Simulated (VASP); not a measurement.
# Cu3N (Pm-3m) in VASP: a series of runs

Cu3N is run at these levels: RPBE; tasks: single point.

Everything below comes from runs of VASP 6.6.1. Logs are shortened: lines on timing, memory, paths and dates and some standing lists are left out, and cuts for length are marked.

## 1. The cell of the first run

It takes space group Pm-3m (No. 221, cubic). The conventional cell has a = 3.814 Å, b = 3.814 Å, c = 3.814 Å, α = 90.00°, β = 90.00°, γ = 90.00°. Cu (site symmetry 4/mmm) has 2 N at 1.91 Å within 2.5 Å. Within 2.5 Å of N (site symmetry m-3m) lie 6 Cu at 1.91 Å.

## 2. Single point, RPBE

File INCAR:

```
SYSTEM = Cu3N
  ALGO = Normal
  EDIFF = 1E-6
  ENCUT = 600
  GGA = RP
  GGA_COMPAT = .False.
  ISIF = 2
  ISMEAR = 0
  LASPH = .True.
  LCHARG = .True.
  LELF = .True.
  LREAL = .False.
  LVHAR = .True.
  LWAVE = .False.
  NBANDS = 27
  NELM = 120
  PREC = Accurate
  SIGMA = 0.05
```

File KPOINTS:

```
k-points
0
Gamma
  8 8 8
  0 0 0
```

File POSCAR:

```
Cu3N
1.0
    3.8139996071      0.0000000000      0.0000000000
    0.0000000000      3.8139996071      0.0000000000
    0.0000000000      0.0000000000      3.8139996071
Cu N
3 1
Direct
    0.5000000000      0.0000000000      0.0000000000
    0.0000000000      0.5000000000      0.0000000000
    0.0000000000      0.0000000000      0.5000000000
    0.0000000000      0.0000000000      0.0000000000
```

Potentials or basis: VASP PAW PBE potentials, release 64 (Cu, N).

On the command line:

```bash
> cat potpaw_PBE.64/Cu/POTCAR potpaw_PBE.64/N/POTCAR > POTCAR
> mpirun -np 1 vasp_std > vasp.out
```

OUTCAR:

```text
SYSTEM = Cu3N
   EDIFF = 1E-6
   ENCUT = 600
   GGA = RP
   ISIF = 2
   ISMEAR = 0
   LASPH = .True.
   LREAL = .False.
   NELM = 120
   PREC = Accurate

 ion  position               nearest neighbor table
   1  0.500  0.000  0.000-   4 1.91   4 1.91   2 2.70   3 2.70   2 2.70   2 2.70   3 2.70   3 2.70
                             3 2.70   2 2.70
   2  0.000  0.500  0.000-   4 1.91   4 1.91   1 2.70   3 2.70   1 2.70   3 2.70   3 2.70   3 2.70
                             1 2.70   1 2.70
   3  0.000  0.000  0.500-   4 1.91   4 1.91   1 2.70   1 2.70   2 2.70   2 2.70   2 2.70   2 2.70
                             1 2.70   1 2.70
   4  0.000  0.000  0.000-   1 1.91   2 1.91   3 1.91   3 1.91   2 1.91   1 1.91

  LATTYP: Found a simple cubic cell.
 ALAT       =     3.8139996071

  Lattice vectors:

 A1 = (   3.8139996071,   0.0000000000,   0.0000000000)
 A2 = (   0.0000000000,   3.8139996071,   0.0000000000)
 A3 = (   0.0000000000,   0.0000000000,   3.8139996071)

Analysis of symmetry for initial positions (statically):
=====================================================================
 Subroutine PRICEL returns:
 Original cell was already a primitive cell.

 Routine SETGRP: Setting up the symmetry group for a
 simple cubic supercell.

 Subroutine GETGRP returns: Found 48 space group operations
 (whereof 48 operations were pure point group operations)
 out of a pool of 48 trial point group operations.

The static configuration has the point symmetry O_h .

Analysis of symmetry for dynamics (positions and initial velocities):
=====================================================================
 Subroutine PRICEL returns:
 Original cell was already a primitive cell.

 Routine SETGRP: Setting up the symmetry group for a
 simple cubic supercell.

 Subroutine GETGRP returns: Found 48 space group operations
 (whereof 48 operations were pure point group operations)
 out of a pool of 48 trial point group operations.

The dynamic configuration has the point symmetry O_h .

 Subroutine INISYM returns: Found 48 space group operations
 (whereof 48 operations are pure point group operations),
 and found     1 'primitive' translations

----------------------------------------------------------------------------------------

                                     Primitive cell

  volume of cell :      55.4807

  direct lattice vectors                    reciprocal lattice vectors
     3.813999607  0.000000000  0.000000000     0.262191951  0.000000000  0.000000000
     0.000000000  3.813999607  0.000000000     0.000000000  0.262191951  0.000000000
     0.000000000  0.000000000  3.813999607     0.000000000  0.000000000  0.262191951

  length of vectors
     3.813999607  3.813999607  3.813999607     0.262191951  0.262191951  0.262191951

  position of ions in fractional coordinates (direct lattice)
     0.500000000  0.000000000  0.000000000
     0.000000000  0.500000000  0.000000000
     0.000000000  0.000000000  0.500000000
     0.000000000  0.000000000  0.000000000

  ion indices of the primitive-cell ions
   primitive index   ion index
                 1           1
                 2           2
                 3           3
                 4           4

----------------------------------------------------------------------------------------

 KPOINTS: k-points

Automatic generation of k-mesh.
 Grid dimensions read from file:
 generate k-points for:    8    8    8

 Generating k-lattice:

  Cartesian coordinates                     Fractional coordinates (reciprocal lattice)
     0.032773994  0.000000000  0.000000000     0.125000000  0.000000000  0.000000000
     0.000000000  0.032773994  0.000000000     0.000000000  0.125000000  0.000000000
     0.000000000  0.000000000  0.032773994     0.000000000  0.000000000  0.125000000

  Length of vectors
     0.032773994  0.032773994  0.032773994

  Shift w.r.t. Gamma in fractional coordinates (k-lattice)
     0.000000000  0.000000000  0.000000000

 Subroutine IBZKPT returns following result:
 ===========================================

 Found     35 irreducible k-points:

 Following reciprocal coordinates:
            Coordinates               Weight
  0.000000  0.000000  0.000000      1.000000
  0.125000  0.000000  0.000000      6.000000
  0.250000  0.000000  0.000000      6.000000
  0.375000  0.000000  0.000000      6.000000
  0.500000  0.000000  0.000000      3.000000
  0.125000  0.125000  0.000000     12.000000
[... 16 lines left out ...]
  0.375000  0.375000  0.125000     24.000000
  0.500000  0.375000  0.125000     24.000000
 [... further k-points ...]
   k-points           NKPTS =     35   k-points in BZ     NKDIM =     35   number of bands    NBANDS=     27
   number of dos      NEDOS =    301   number of ions     NIONS =      4
   total plane-waves  NPLWV =  27000
   dimension x,y,z NGX =    30 NGY =   30 NGZ =   30
   dimension x,y,z NGXF=    60 NGYF=   60 NGZF=   60
   ions per type =               3   1
   NGX,Y,Z   is equivalent  to a cutoff of  13.08, 13.08, 13.08 a.u.
   NGXF,Y,Z  is equivalent  to a cutoff of  26.15, 26.15, 26.15 a.u.
 SYSTEM =  Cu3N
   PREC   = accura    normal or accurate (medium, high low for compatibility)
   ISTART =      0    job   : 0-new  1-cont  2-samecut
   ICHARG =      2    charge: 1-file 2-atom 10-const
   ISPIN  =      1    spin polarized calculation?
   LNONCOLLINEAR =      F non collinear calculations
   LSORBIT =      F    spin-orbit coupling
   LASPH  =      T    aspherical Exc in radial PAW
   ENCUT  =  600.0 eV  44.10 Ry    6.64 a.u.   7.62  7.62  7.62*2*pi/ulx,y,z
   NELM   =    120;   NELMIN=  2; NELMDL= -5     # of ELM steps
   EDIFF  = 0.1E-05   stopping-criterion for ELM
   LREAL  =      F    real-space projection
[... 7 lines left out ...]
   TEBEG  =    0.0;   TEEND  =   0.0 temperature during run
   PSTRESS=    0.0 pullay stress
   NELECT =      38.0000    total number of electrons
   NUPDOWN=      -1.0000    fix difference up-down
   EMIN   =  10.00;   EMAX   =-10.00  energy-range for DOS
   EFERMI =   0.00;   METHOD = LEGACY
   ISMEAR =     0;   SIGMA  =   0.05  broadening in eV -4-tet -1-fermi 0-gaus
   EFERMI_NEDOS =   21; number of points for ismear=-14 and -15
   IALGO  =     38    algorithm
   IMIX   =      4    mixing-type and parameters
     AMIX     =   0.40;   BMIX     =  1.00
     AMIX_MAG =   1.60;   BMIX_MAG =  1.00
  volume/ion in A,a.u.               =      13.87        93.60
  Fermi-wavevector in a.u.,A,eV,Ry     =   1.443074  2.727015 28.333639  2.082464
  Thomas-Fermi vector in A             =   2.561523
   LORBIT       =      0    0 simple, 1 ext, 2 COOP (PROOUT), +10 PAW based schemes
   GGA     = RP    functional components
   LHFCALC =     F    Hartree Fock is set to
   AEXX    =    0.0000 exact exchange contribution
   IVDW    =     0    specifies the selected vdW correction
   LEPSILON=     F    determine dielectric tensor
   LRPA    =     F    only Hartree local field effects (RPA)
 non-spin polarized calculation
 Gauss-broadening in eV      SIGMA  =   0.05
  energy-cutoff  :      600.00
  volume of cell :       55.48
 maximum number of plane-waves:      1863
   NGX = 15   NGY = 15   NGZ = 15

 number of electron      37.9999943 magnetization

 Free energy of the ion-electron system (eV)
  ---------------------------------------------------
  ext. energy  EPLUGINS =         0.00000000
  ---------------------------------------------------
  free energy    TOTEN  =       -16.56977599 eV

  energy without entropy =      -16.56977207  energy(sigma->0) =      -16.56977403

 E-fermi :   5.1959     XC(G=0): -10.6320

 val. band max:        5.0905724093   @ k =   0.5000   0.5000   0.5000
 cond. band min:       5.3012112269   @ k =   0.5000   0.5000   0.0000
 fundamental gap:      0.2106388176
 Fermi energy:         5.1958893734

 k-point     1 :       0.0000    0.0000    0.0000
  band No.  band energies     occupation
      1     -11.8123      2.00000
      2      -0.1393      2.00000
      3       0.3184      2.00000
      4       0.3184      2.00000
      5       0.3184      2.00000
      6       1.2364      2.00000
[... 19 lines left out ...]
     26      17.3787      0.00000
     27      17.3787      0.00000

 k-point     2 :       0.1250    0.0000    0.0000
  band No.  band energies     occupation
      1     -11.7565      2.00000
      2      -0.4251      2.00000
      3       0.1532      2.00000
      4       0.1532      2.00000
      5       0.1750      2.00000
      6       1.2525      2.00000
[... 19 lines left out ...]
     26      16.4775      0.00000
     27      16.6888      0.00000

 k-point     3 :       0.2500    0.0000    0.0000
  band No.  band energies     occupation
      1     -11.6156      2.00000
      2      -1.3369      2.00000
      3      -0.1211      2.00000
      4      -0.1211      2.00000
      5       0.4469      2.00000
      6       1.2930      2.00000
[... 19 lines left out ...]
     26      14.8880      0.00000
     27      15.5681      0.00000

 k-point     4 :       0.3750    0.0000    0.0000
  band No.  band energies     occupation
      1     -11.4648      2.00000
      2      -2.0901      2.00000
      3      -0.3221      2.00000
      4      -0.3221      2.00000
      5       0.8986      2.00000
      6       1.3362      2.00000
[... 19 lines left out ...]
     26      14.7055      0.00000
     27      14.7055      0.00000
[... 516 lines left out ...]
      4      -0.9828      2.00000
      5       1.6403      2.00000
      6       1.7471      2.00000
[... 19 lines left out ...]
     26      15.9985      0.00000
     27      16.6097      0.00000

 k-point    23 :       0.3750    0.3750    0.1250
  band No.  band energies     occupation
      1     -11.0529      2.00000
      2      -2.2334      2.00000
      3      -2.2249      2.00000
      4      -1.0608      2.00000
      5       1.6599      2.00000
      6       1.8757      2.00000
[... 19 lines left out ...]
     26      15.4106      0.00000
     27      16.6720      0.00000

 k-point    24 :       0.5000    0.3750    0.1250
  band No.  band energies     occupation
      1     -10.9853      2.00000
      2      -2.4876      2.00000
      3      -2.2495      2.00000
      4      -1.1096      2.00000
      5       1.8409      2.00000
      6       1.8673      2.00000
[... 19 lines left out ...]
     26      15.0290      0.00000
     27      17.4692      0.00000

 [... further k-points ...]

------------------------ aborting loop because EDIFF is reached ----------------------------------------

  FORCE on cell =-STRESS in cart. coord.  units (eV):
  Direction    XX          YY          ZZ          XY          YZ          ZX
  --------------------------------------------------------------------------------------
  -------------------------------------------------------------------------------------
  Total        1.9478485      1.9478485      1.9478485     -0.0000000     -0.0000000     -0.0000000
  in kB       56.2501673     56.2501673     56.2501673     -0.0000000     -0.0000000     -0.0000000
  external PRESSURE =      56.2501673 kB  Pullay stress =       0.0000000 kB

 VOLUME and BASIS-vectors are now :
 -----------------------------------------------------------------------------
  energy-cutoff  :      600.00
  volume of cell :       55.48
      direct lattice vectors                 reciprocal lattice vectors
     3.813999607  0.000000000  0.000000000     0.262191951  0.000000000  0.000000000
     0.000000000  3.813999607  0.000000000     0.000000000  0.262191951  0.000000000
     0.000000000  0.000000000  3.813999607     0.000000000  0.000000000  0.262191951

 POSITION                                       TOTAL-FORCE (eV/Angst)
 -----------------------------------------------------------------------------------
      1.90700      0.00000      0.00000         0.000000      0.000000      0.000000
      0.00000      1.90700      0.00000         0.000000      0.000000      0.000000
      0.00000      0.00000      1.90700         0.000000      0.000000      0.000000
      0.00000      0.00000      0.00000         0.000000      0.000000      0.000000
 -----------------------------------------------------------------------------------
    total drift:                                0.000000      0.000000      0.000000

  FREE ENERGIE OF THE ION-ELECTRON SYSTEM (eV)
  ---------------------------------------------------
  free  energy   TOTEN  =       -16.5697759882 eV

  energy  without entropy=      -16.5697720736  energy(sigma->0) =      -16.56977403
```

Wall time 61 s (1 thread of Oxide Virtual Turin-like, shared host); peak memory 0.16 GiB.

Results:

```yaml
Free_energy: -16.5698 eV
Pressure: 5.6 GPa
Band_gap_on_the_k_mesh: 0.21 eV (least direct gap 0.75 eV)
```

Levels at points of the mesh, in eV from the valence-band top:
| k point | band 17 | band 18 | band 19 | band 20 | band 21 | band 22 |
| --- | --- | --- | --- | --- | --- | --- |
| (0.00, 0.00, 0.00) | -1.82 | -1.82 | -1.79 | 0.98 | 5.32 | 5.32 |
| (0.50, 0.00, 0.00) | -1.82 | -1.41 | -1.41 | 1.57 | 3.34 | 6.83 |
| (0.50, 0.50, 0.00) | -1.07 | -1.07 | -0.69 | 0.21 | 3.59 | 4.84 |
| (0.50, 0.50, 0.50) | 0.00 | 0.00 | 0.00 | 0.83 | 0.83 | 0.83 |

Caveat: the cell stands under pressure; semilocal functionals underestimate gaps, and a narrow one can read as zero; the PAW data sets were made with another functional, which shifts forces and pressure a little. A k mesh can miss the band edges.

## 3. Single point, RPBE (13.92 Å³/atom)

This run uses another cell than the first one, of 13.92 Å³/atom.

File INCAR:

```
SYSTEM = Cu3N
ALGO     = Normal         ! electronic algorithm
EDIFF    = 1E-6           ! SCF threshold, eV
ENCUT    = 600            ! plane-wave cutoff, eV
GGA      = RP             ! functional
GGA_COMPAT= .False.      
ISIF     = 2              ! what is computed and relaxed
ISMEAR   = 0              ! smearing method
LASPH    = .True.         ! aspherical terms in the spheres
LCHARG   = .False.        ! write CHGCAR
LREAL    = .False.        ! projectors in reciprocal space
LWAVE    = .False.        ! write WAVECAR
NBANDS   = 27             ! bands
NELM     = 120            ! most SCF steps
PREC     = Accurate       ! precision mode
SIGMA    = 0.05           ! smearing width, eV
```

KPOINTS is that of step 2.

File POSCAR:

```
Cu3N
1.0
    3.8182754270      0.0000000000      0.0000000000
    0.0000000000      3.8182754270      0.0000000000
    0.0000000000      0.0000000000      3.8182754270
Cu N
3 1
Direct
    0.5000000000      0.0000000000      0.0000000000
    0.0000000000      0.5000000000      0.0000000000
    0.0000000000      0.0000000000      0.5000000000
    0.0000000000      0.0000000000      0.0000000000
```

Potentials or basis: VASP PAW PBE potentials, release 64 (Cu, N).

On the command line:

```bash
> cat potpaw_PBE.64/Cu/POTCAR potpaw_PBE.64/N/POTCAR > POTCAR
> mpirun -np 1 vasp_std > vasp.out
```

Wall time 79 s (1 thread of Oxide Virtual Turin-like, shared host); peak memory 0.17 GiB.

It converged, with:

```yaml
Free_energy: -16.5763 eV
Pressure: 5.2 GPa
Band_gap_on_the_k_mesh: 0.22 eV (least direct gap 0.76 eV)
```

Levels at points of the mesh, in eV from the valence-band top:
| k point | band 15 | band 16 | band 17 | band 18 | band 19 | band 20 | band 21 | band 22 | band 23 | band 24 |
| --- | --- | --- | --- | --- | --- | --- | --- | --- | --- | --- |
| (0.00, 0.00, 0.00) | -2.35 | -1.82 | -1.82 | -1.82 | -1.78 | 0.97 | 5.30 | 5.30 | 6.62 | 6.62 |
| (0.50, 0.00, 0.00) | -2.33 | -2.17 | -1.82 | -1.40 | -1.40 | 1.56 | 3.34 | 6.81 | 7.21 | 7.21 |
| (0.50, 0.50, 0.00) | -2.38 | -2.14 | -1.06 | -1.06 | -0.68 | 0.22 | 3.58 | 4.83 | 4.83 | 8.20 |
| (0.50, 0.50, 0.50) | -1.86 | -1.86 | 0.00 | 0.00 | 0.00 | 0.84 | 0.84 | 0.84 | 6.15 | 8.04 |

Caveat: the cell stands under pressure; semilocal functionals underestimate gaps, and a narrow one can read as zero; the PAW data sets were made with another functional, which shifts forces and pressure a little.
